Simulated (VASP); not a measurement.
Set up this calculation in VASP 6.6.1, as the native input.

| Property | Result |
| --- | --- |
| Task | single point |
| Functional | PBE |
| Potentials or basis | VASP PAW PBE potentials, release 64 (Li_sv, Nb_sv) |
| Cutoff | 520 eV |
| k mesh | 20 × 20 × 12 |
| Occupations | gaussian, width 0.1 eV |
| Spin | no spin polarisation |
| Dipole correction | no |
| Further INCAR settings | ALGO = Fast; EDIFF = 1e-06; NBANDS = 15 |

The structure of LiNb lies in POSCAR:

```
LiNb
1.0
    2.6248545677      0.0000000000      0.0000000000
    0.0000000000      2.6248545677      0.0000000000
    0.0000000000      0.0000000000      5.0729362864
Li Nb
1 1
Direct
    0.5000000000      0.5000000000      0.5000000000
    0.0000000000      0.0000000000      0.0000000000
```

One way to write it, as run:

INCAR

```
  PREC = Accurate
  ENCUT = 520
  EDIFF = 1E-6
  ISMEAR = 0
  SIGMA = 0.1
  LREAL = F
  LASPH = T
  NELM = 60
  ALGO = Fast
  ISIF = 2
  LWAVE = F
  LCHARG = F
  GGA = PE
  NBANDS = 15
```

KPOINTS

```
regular mesh
0
Gamma
  20 20 12
```

Potentials or basis: VASP PAW PBE potentials, release 64 (Li_sv, Nb_sv).

The run is started by

```sh
$ cat potpaw_PBE.64/Li_sv/POTCAR potpaw_PBE.64/Nb_sv/POTCAR > POTCAR
$ mpirun -np 1 vasp_std > vasp.out
```

It gave:

The band gap on the k mesh is zero (band 8 reaches 6.80 eV, above the bottom of band 9 at 4.90 eV).

It took 6.1 min on 1 thread of AMD EPYC 9R45 96-Core Processor (Zen 5), on a shared host, peak memory 0.31 GiB.
